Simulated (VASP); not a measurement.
Write the native input for VASP 6.6.1 that does the following.

```yaml
Task: single point
Functional: PBE
Potentials_or_basis: VASP PAW PBE potentials, release 64 (Be, Zn, Se)
Cutoff: 520 eV
k_mesh: 4 × 4 × 6
Occupations: gaussian, width 0.1 eV
Spin: no spin polarisation
Dipole_correction: no
Further_INCAR_settings: ALGO = Normal; EDIFF = 1e-06; NBANDS = 26
```

The structure of Be2ZnSe3 lies in POSCAR:

```
Be2ZnSe3
1.0
    3.0791627202     -5.5497573477      0.0000000000
    3.0791627202      5.5497573477      0.0000000000
    0.0000000000      0.0000000000      3.3908019854
Be Zn Se
2 1 3
Direct
    0.5000000000      0.0000000000      0.5000000000
    0.0000000000      0.5000000000      0.5000000000
    0.0000000000      0.0000000000      0.0000000000
    0.7927588778      0.2072411222      0.0000000000
    0.2072411222      0.7927588778      0.0000000000
    0.5000000000      0.5000000000      0.5000000000
```

The cell was built from a structure type or drawn by symmetry, and may not be a known phase.

These files were run (other wordings do the same):

INCAR

```
SYSTEM = Be2ZnSe3
ALGO = Normal ; EDIFF = 1E-6
ENCUT = 520 ; GGA = PE
ISIF = 2 ; ISMEAR = 0
LASPH = .TRUE. ; LCHARG = .FALSE.
LREAL = .FALSE. ; LWAVE = .FALSE.
NBANDS = 26 ; NELM = 60
PREC = Accurate ; SIGMA = 0.1
```

KPOINTS

```
k-points
0
G
  4 4 6
  0 0 0
```

Potentials or basis: VASP PAW PBE potentials, release 64 (Be, Zn, Se).

Launch:

```sh
$ cat potpaw_PBE.64/Be/POTCAR potpaw_PBE.64/Zn/POTCAR potpaw_PBE.64/Se/POTCAR > POTCAR
$ mpirun -np 1 vasp_std > vasp.out
```

Results of the run:

```json
{
 "Pressure": "0.2 GPa",
 "Largest force": "0.020 eV/Å",
 "Band gap on the k mesh": "zero (bands 17 and 18 overlap by 2.31 eV)"
}
```

It took 120 s on 1 thread of Intel(R) Xeon(R) Platinum 8259CL CPU @ 2.50GHz (Skylake/Cascade Lake), with other jobs on the host, peak memory 0.28 GiB.
